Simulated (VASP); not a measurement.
# ZnS (Cm) in VASP: notebook

Runs on ZnS. Level: r2SCAN. Tasks: single point.

Everything below comes from runs of VASP 6.6.1. Logs are shortened: lines on timing, memory, paths and dates and some standing lists are left out, and cuts for length are marked.

## 1. The cell of the first run

The structure is monoclinic, space group Cm (No. 8). Conventional cell: a = 6.625 Å, b = 3.825 Å, c = 3.825 Å, α = 90.00°, β = 125.26°, γ = 90.00°. Zn (site symmetry m) has 1 S at 1.72 Å within 2.3 Å. S (site symmetry m) has 1 Zn at 1.72 Å within 2.3 Å.

## 2. Single point, r2SCAN (atom 1 (Zn) moved by (-0.450, -0.450) A along [1 1 0] and z)

Input file POSCAR:

```
ZnS
1.0
    0.0000000000      2.7046500000      2.7046500000
    2.7046500000      0.0000000000      2.7046500000
    2.7046500000      2.7046500000      0.0000000000
Zn S
1 1
Direct
   -0.0831900616     -0.0831900616     -0.0344584518
    0.7500000000      0.7500000000      0.7500000000
```

Input file INCAR.step1:

```
  PREC = Accurate
  ENCUT = 520
  ISMEAR = 0
  SIGMA = 0.05
  LREAL = False
  LASPH = True
  NELM = 60
  NBANDS = 16
  GGA = PE
  ALGO = Normal
  EDIFF = 1E-4
  LWAVE = True
  LCHARG = False
```

Input file INCAR.step2:

```
  PREC = Accurate
  ENCUT = 520
  EDIFF = 1E-6
  ISMEAR = 0
  SIGMA = 0.05
  LREAL = False
  LASPH = True
  NELM = 60
  ALGO = Normal
  ISIF = 2
  LWAVE = False
  LCHARG = False
  METAGGA = R2SCAN
  LMIXTAU = True
  NBANDS = 16
  ISTART = 1
```

Input file KPOINTS:

```
Automatic mesh
0
Gamma
  8 8 8
```

Potentials or basis: VASP PAW PBE potentials, release 64 (Zn, S).

Run with:

```sh
cat potpaw_PBE.64/Zn/POTCAR potpaw_PBE.64/S/POTCAR > POTCAR
cp INCAR.step1 INCAR
mpirun -np 1 vasp_std > vasp.out
cp INCAR.step2 INCAR
mpirun -np 1 vasp_std > vasp.out
```

OUTCAR:

```text
PREC = Accurate
   ENCUT = 520
   EDIFF = 1E-6
   ISMEAR = 0
   LREAL = False
   LASPH = True
   NELM = 60
   ISIF = 2
   METAGGA = R2SCAN
   ISTART = 1

 ion  position               nearest neighbor table
   1  0.917  0.917  0.966-   2 1.72   2 2.53   2 2.67   2 2.67
   2  0.750  0.750  0.750-   1 1.72   1 2.53   1 2.67   1 2.67

  LATTYP: Found a face centered cubic cell.
 ALAT       =     5.4093000000

  Lattice vectors:

 A1 = (   0.0000000000,   2.7046500000,   2.7046500000)
 A2 = (   2.7046500000,   0.0000000000,   2.7046500000)
 A3 = (   2.7046500000,   2.7046500000,   0.0000000000)

Analysis of symmetry for initial positions (statically):
=====================================================================
 Subroutine PRICEL returns:
 Original cell was already a primitive cell.

 Routine SETGRP: Setting up the symmetry group for a
 face centered cubic supercell.

 Subroutine GETGRP returns: Found  2 space group operations
 (whereof  2 operations were pure point group operations)
 out of a pool of 48 trial point group operations.

The static configuration has the point symmetry C_1h.

Analysis of symmetry for dynamics (positions and initial velocities):
=====================================================================
 Subroutine PRICEL returns:
 Original cell was already a primitive cell.

 Routine SETGRP: Setting up the symmetry group for a
 face centered cubic supercell.

 Subroutine GETGRP returns: Found  2 space group operations
 (whereof  2 operations were pure point group operations)
 out of a pool of 48 trial point group operations.

The dynamic configuration has the point symmetry C_1h.

 Subroutine INISYM returns: Found  2 space group operations
 (whereof  2 operations are pure point group operations),
 and found     1 'primitive' translations

----------------------------------------------------------------------------------------

                                     Primitive cell

  volume of cell :      39.5697

  direct lattice vectors                    reciprocal lattice vectors
     0.000000000  2.704650000  2.704650000    -0.184866803  0.184866803  0.184866803
     2.704650000  0.000000000  2.704650000     0.184866803 -0.184866803  0.184866803
     2.704650000  2.704650000  0.000000000     0.184866803  0.184866803 -0.184866803

  length of vectors
     3.824952711  3.824952711  3.824952711     0.320198696  0.320198696  0.320198696

  position of ions in fractional coordinates (direct lattice)
     0.916809938  0.916809938  0.965541548
     0.750000000  0.750000000  0.750000000

  ion indices of the primitive-cell ions
   primitive index   ion index
                 1           1
                 2           2

----------------------------------------------------------------------------------------

 KPOINTS: Automatic mesh

Automatic generation of k-mesh.
 Grid dimensions read from file:
 generate k-points for:    8    8    8

 Generating k-lattice:

  Cartesian coordinates                     Fractional coordinates (reciprocal lattice)
    -0.023108350  0.023108350  0.023108350     0.125000000  0.000000000  0.000000000
     0.023108350 -0.023108350  0.023108350     0.000000000  0.125000000  0.000000000
     0.023108350  0.023108350 -0.023108350     0.000000000  0.000000000  0.125000000

  Length of vectors
     0.040024837  0.040024837  0.040024837

  Shift w.r.t. Gamma in fractional coordinates (k-lattice)
     0.000000000  0.000000000  0.000000000

 Subroutine IBZKPT returns following result:
 ===========================================

 Found    150 irreducible k-points:

 Following reciprocal coordinates:
            Coordinates               Weight
  0.000000  0.000000  0.000000      1.000000
  0.125000  0.000000  0.000000      4.000000
  0.000000  0.000000  0.125000      2.000000
  0.125000  0.125000  0.125000      2.000000
  0.250000  0.000000  0.000000      4.000000
  0.000000  0.000000  0.250000      2.000000
[... 16 lines left out ...]
  0.375000  0.125000  0.000000      4.000000
  0.000000  0.375000  0.125000      4.000000
 [... further k-points ...]
   k-points           NKPTS =    150   k-points in BZ     NKDIM =    150   number of bands    NBANDS=     16
   number of dos      NEDOS =    301   number of ions     NIONS =      2
   total plane-waves  NPLWV =  21952
   dimension x,y,z NGX =    28 NGY =   28 NGZ =   28
   dimension x,y,z NGXF=    56 NGYF=   56 NGZF=   56
   ions per type =               1   1
   NGX,Y,Z   is equivalent  to a cutoff of  12.17, 12.17, 12.17 a.u.
   NGXF,Y,Z  is equivalent  to a cutoff of  24.34, 24.34, 24.34 a.u.
 SYSTEM =  unknown system
   PREC   = accura    normal or accurate (medium, high low for compatibility)
   ISTART =      1    job   : 0-new  1-cont  2-samecut
   ICHARG =      0    charge: 1-file 2-atom 10-const
   ISPIN  =      1    spin polarized calculation?
   LNONCOLLINEAR =      F non collinear calculations
   LSORBIT =      F    spin-orbit coupling
   LASPH  =      T    aspherical Exc in radial PAW
   ENCUT  =  520.0 eV  38.22 Ry    6.18 a.u.   7.11  7.11  7.11*2*pi/ulx,y,z
   NELM   =     60;   NELMIN=  2; NELMDL=  0     # of ELM steps
   EDIFF  = 0.1E-05   stopping-criterion for ELM
   LREAL  =      F    real-space projection
   EDIFFG = 0.1E-04   stopping-criterion for IOM
   NSW    =      0    number of steps for IOM
   IBRION =     -1    ionic relax: 0-MD 1-quasi-New 2-CG
   NFREE  =      0    steps in history (QN), initial steepest desc. (CG)
   ISIF   =      2    stress and relaxation
   ISYM   =      2    0-nonsym 1-usesym 2-fastsym
   POTIM  = 0.5000    time-step for ionic-motion
   TEBEG  =    0.0;   TEEND  =   0.0 temperature during run
   PSTRESS=    0.0 pullay stress
   NELECT =      18.0000    total number of electrons
   NUPDOWN=      -1.0000    fix difference up-down
   EMIN   =  10.00;   EMAX   =-10.00  energy-range for DOS
   EFERMI =   0.00;   METHOD = LEGACY
   ISMEAR =     0;   SIGMA  =   0.05  broadening in eV -4-tet -1-fermi 0-gaus
   EFERMI_NEDOS =   21; number of points for ismear=-14 and -15
   IALGO  =     38    algorithm
   IMIX   =      4    mixing-type and parameters
     AMIX     =   0.40;   BMIX     =  1.00
     AMIX_MAG =   1.60;   BMIX_MAG =  1.00
  volume/ion in A,a.u.               =      19.78       133.51
  Fermi-wavevector in a.u.,A,eV,Ry     =   1.259055  2.379268 21.568210  1.585219
  Thomas-Fermi vector in A             =   2.392634
   LORBIT       =      0    0 simple, 1 ext, 2 COOP (PROOUT), +10 PAW based schemes
   METAGGA = R2SCAN    functional components
   LHFCALC =     F    Hartree Fock is set to
   AEXX    =    0.0000 exact exchange contribution
   IVDW    =     0    specifies the selected vdW correction
   LEPSILON=     F    determine dielectric tensor
   LRPA    =     F    only Hartree local field effects (RPA)
 non-spin polarized calculation
 Gauss-broadening in eV      SIGMA  =   0.05
  energy-cutoff  :      520.00
  volume of cell :       39.57
 maximum number of plane-waves:      1090
   NGX = 15   NGY = 15   NGZ = 15

 number of electron      18.0000002 magnetization

 Free energy of the ion-electron system (eV)
  ---------------------------------------------------
  ext. energy  EPLUGINS =         0.00000000
  ---------------------------------------------------
  free energy    TOTEN  =       -15.64564361 eV

  energy without entropy =      -15.64564361  energy(sigma->0) =      -15.64564361

 E-fermi :   2.2851     XC(G=0): -10.1953

 val. band max:        2.0868429565   @ k =   0.0000   0.0000   0.0000
 cond. band min:       4.5078200780   @ k =   0.0000   0.0000   0.0000
 fundamental gap:      2.4209771215
 Fermi energy:         2.2851241638

 k-point     1 :       0.0000    0.0000    0.0000
  band No.  band energies     occupation
      1     -12.6067      2.00000
      2      -6.3029      2.00000
      3      -5.9882      2.00000
      4      -5.9010      2.00000
      5      -5.1467      2.00000
      6      -5.1281      2.00000
[... 8 lines left out ...]
     15      13.8894      0.00000
     16      13.9868      0.00000

 k-point     2 :       0.1250    0.0000    0.0000
  band No.  band energies     occupation
      1     -12.5157      2.00000
      2      -6.2692      2.00000
      3      -5.9903      2.00000
      4      -5.8969      2.00000
      5      -5.1447      2.00000
      6      -5.1193      2.00000
[... 8 lines left out ...]
     15      13.5719      0.00000
     16      14.7224      0.00000

 k-point     3 :       0.0000    0.0000    0.1250
  band No.  band energies     occupation
      1     -12.5062      2.00000
      2      -6.2820      2.00000
      3      -5.9693      2.00000
      4      -5.9156      2.00000
      5      -5.1348      2.00000
      6      -5.1295      2.00000
[... 8 lines left out ...]
     15      13.4787      0.00000
     16      14.7178      0.00000

 k-point     4 :       0.1250    0.1250    0.1250
  band No.  band energies     occupation
      1     -12.4857      2.00000
      2      -6.3011      2.00000
      3      -5.9375      2.00000
      4      -5.8688      2.00000
      5      -5.1537      2.00000
      6      -5.1356      2.00000
[... 8 lines left out ...]
     15      13.1219      0.00000
     16      14.7332      0.00000

 k-point     5 :       0.2500    0.0000    0.0000
  band No.  band energies     occupation
      1     -12.2844      2.00000
      2      -6.1866      2.00000
      3      -5.9995      2.00000
      4      -5.8559      2.00000
      5      -5.1294      2.00000
      6      -5.0940      2.00000
[... 8 lines left out ...]
     15      13.8686      0.00000
     16      14.2345      0.00000

 k-point     6 :       0.0000    0.0000    0.2500
  band No.  band energies     occupation
      1     -12.2486      2.00000
      2      -6.2321      2.00000
      3      -5.9513      2.00000
      4      -5.8950      2.00000
      5      -5.1234      2.00000
      6      -5.1051      2.00000
[... 8 lines left out ...]
     15      13.7736      0.00000
     16      14.3481      0.00000

 k-point     7 :       0.2500    0.2500    0.2500
  band No.  band energies     occupation
      1     -12.1703      2.00000
      2      -6.2569      2.00000
      3      -5.8139      2.00000
      4      -5.7919      2.00000
      5      -5.1664      2.00000
      6      -5.1520      2.00000
[... 8 lines left out ...]
     15      12.6633      0.00000
     16      14.7651      0.00000

 k-point     8 :       0.3750    0.0000    0.0000
  band No.  band energies     occupation
      1     -12.0345      2.00000
      2      -6.1205      2.00000
      3      -6.0098      2.00000
      4      -5.7381      2.00000
      5      -5.0739      2.00000
      6      -5.0531      2.00000
[... 8 lines left out ...]
     15      14.8413      0.00000
     16      15.2247      0.00000

 k-point     9 :       0.0000    0.0000    0.3750
  band No.  band energies     occupation
      1     -11.9660      2.00000
      2      -6.1793      2.00000
      3      -5.9877      2.00000
      4      -5.7584      2.00000
      5      -5.0806      2.00000
      6      -5.0744      2.00000
[... 8 lines left out ...]
     15      14.8536      0.00000
     16      15.1644      0.00000
[... 172 lines left out ...]
 k-point    19 :       0.1250    0.1250   -0.1250
  band No.  band energies     occupation
      1     -12.2915      2.00000
      2      -6.2219      2.00000
      3      -5.9671      2.00000
      4      -5.8901      2.00000
      5      -5.1277      2.00000
      6      -5.1014      2.00000
[... 8 lines left out ...]
     15      14.7020      0.00000
     16      15.9826      0.00000

 k-point    20 :       0.2500    0.1250    0.2500
  band No.  band energies     occupation
      1     -12.2154      2.00000
      2      -6.2552      2.00000
      3      -5.9026      2.00000
      4      -5.7942      2.00000
      5      -5.1594      2.00000
      6      -5.1333      2.00000
[... 8 lines left out ...]
     15      13.6032      0.00000
     16      16.1266      0.00000

 k-point    21 :       0.1250   -0.1250   -0.1250
  band No.  band energies     occupation
      1     -12.2946      2.00000
      2      -6.2113      2.00000
      3      -5.9578      2.00000
      4      -5.9189      2.00000
      5      -5.1310      2.00000
      6      -5.0905      2.00000
[... 8 lines left out ...]
     15      14.7761      0.00000
     16      15.7869      0.00000

 k-point    22 :       0.2500    0.2500    0.1250
  band No.  band energies     occupation
      1     -12.2379      2.00000
      2      -6.2363      2.00000
      3      -5.9078      2.00000
      4      -5.7724      2.00000
      5      -5.1500      2.00000
      6      -5.1474      2.00000
[... 8 lines left out ...]
     15      13.6601      0.00000
     16      16.2784      0.00000

 k-point    23 :       0.3750    0.1250    0.0000
  band No.  band energies     occupation
      1     -12.0396      2.00000
      2      -6.1339      2.00000
      3      -5.9834      2.00000
      4      -5.7318      2.00000
      5      -5.1092      2.00000
      6      -5.0659      2.00000
[... 8 lines left out ...]
     15      14.9091      0.00000
     16      15.4638      0.00000

 k-point    24 :       0.0000    0.3750    0.1250
  band No.  band energies     occupation
      1     -12.0315      2.00000
      2      -6.1436      2.00000
      3      -5.9945      2.00000
      4      -5.7331      2.00000
      5      -5.1235      2.00000
      6      -5.0470      2.00000
[... 8 lines left out ...]
     15      14.9832      0.00000
     16      15.6465      0.00000

 [... further k-points ...]
[... 5 lines left out ...]
  --------------------------------------------------------------------------------------
  -------------------------------------------------------------------------------------
  Total        8.3476012      8.3476012      6.1385161      9.2038963      8.2763023      8.2762287
  in kB      337.9940562    337.9940562    248.5482841    372.6654136    335.1071639    335.1041842
  external PRESSURE =     308.1787988 kB  Pullay stress =       0.0000000 kB

 VOLUME and BASIS-vectors are now :
 -----------------------------------------------------------------------------
  energy-cutoff  :      520.00
  volume of cell :       39.57
      direct lattice vectors                 reciprocal lattice vectors
     0.000000000  2.704650000  2.704650000    -0.184866803  0.184866803  0.184866803
     2.704650000  0.000000000  2.704650000     0.184866803 -0.184866803  0.184866803
     2.704650000  2.704650000  0.000000000     0.184866803  0.184866803 -0.184866803

 POSITION                                       TOTAL-FORCE (eV/Angst)
 -----------------------------------------------------------------------------------
      5.09110      5.09110      4.95930         9.917896      9.917896      8.759405
      4.05697      4.05697      4.05697        -9.917896     -9.917896     -8.759405
 -----------------------------------------------------------------------------------
    total drift:                                0.005345      0.005345     -0.024268

  FREE ENERGIE OF THE ION-ELECTRON SYSTEM (eV)
  ---------------------------------------------------
  free  energy   TOTEN  =       -15.6456436058 eV

  energy  without entropy=      -15.6456436058  energy(sigma->0) =      -15.64564361
```

Wall time 7.1 min (1 thread of Intel Xeon 8259CL, shared host); peak memory 0.23 GiB.

Results:

* Free energy: -15.6456 eV
* Pressure: 30.8 GPa
* Largest force: 16.537 eV/Å
* Band gap on the k mesh: 2.42 eV

Forces in eV/Å, atoms in the order of the input:
```
Zn   9.918  9.918  8.759
S   -9.918 -9.918 -8.759
```

Caveat: the cell differs from its parent crystal (atom 1 (Zn) moved by (-0.450, -0.450) A along [1 1 0] and z); the stress differs along the axes, from 25 to 34 GPa; the PAW data sets were made with another functional, which shifts forces and pressure a little. A k mesh can miss the band edges.

## 3. Single point, r2SCAN (atom 1 (Zn) moved by (-0.450, +0.450) A along [1 1 0] and z)

Changes to POSCAR since step 2:

```diff
@@ -8,3 +8,3 @@
 Direct
-   -0.0831900616     -0.0831900616     -0.0344584518
+    0.0831900616      0.0831900616     -0.2008385749
     0.7500000000      0.7500000000      0.7500000000
```

INCAR.step1 is that of step 2.

Changes to INCAR.step2 since step 2:

```diff
@@ -11,5 +11,7 @@
   LWAVE = False
-  LCHARG = False
+  LCHARG = True
   METAGGA = R2SCAN
   LMIXTAU = True
+  LELF = True
+  LVHAR = True
   NBANDS = 16
```

Input file KPOINTS:

```
regular mesh
0
Gamma
  8 8 8
```

Potentials or basis: VASP PAW PBE potentials, release 64 (Zn, S).

Run with:

```sh
cat potpaw_PBE.64/Zn/POTCAR potpaw_PBE.64/S/POTCAR > POTCAR
cp INCAR.step1 INCAR
mpirun -np 1 vasp_std > vasp.out
cp INCAR.step2 INCAR
mpirun -np 1 vasp_std > vasp.out
```

Wall time 9.4 min (1 thread of Intel Xeon 8259CL, shared host); peak memory 0.23 GiB.

It converged, with:

| Quantity | Value |
| --- | --- |
| Free energy | -18.3941 eV |
| Pressure | 4.5 GPa |
| Largest force | 1.246 eV/Å |
| Band gap on the k mesh | 2.75 eV (least direct gap 2.77 eV) |

Forces on the atoms (eV/Å):
```
Zn  -0.081 -0.081 -1.241
S    0.081  0.081  1.241
```

Stress tensor (GPa, compression positive):
```
 5.82 -5.44  0.52
-5.44  5.82  0.52
 0.52  0.52  1.72
```

Levels at points of the mesh, in eV from the valence-band top:
```tsv
k point	band 6	band 7	band 8	band 9	band 10	band 11	band 12	band 13
(0.00, 0.00, 0.00)	-6.21	-0.49	-0.06	-0.01	2.75	6.95	7.46	8.57
(0.50, 0.00, 0.00)	-6.09	-5.33	-1.65	-0.18	4.33	6.61	9.19	9.45
(0.00, 0.00, 0.50)	-5.91	-4.16	-0.88	-0.39	3.29	6.40	7.03	8.70
(0.50, 0.50, 0.50)	-6.09	-5.09	-1.73	-0.20	4.18	6.60	9.16	9.30
(0.50, 0.50, 0.00)	-6.05	-4.49	-2.50	-1.56	3.14	4.62	11.46	13.20
(0.00, 0.50, 0.50)	-6.04	-4.66	-2.44	-1.38	3.23	4.39	11.57	13.07
```

Caveat: the cell differs from its parent crystal (atom 1 (Zn) moved by (-0.450, +0.450) A along [1 1 0] and z); the cell stands under pressure; the PAW data sets were made with another functional, which shifts forces and pressure a little.

[end of part 1 of 2]
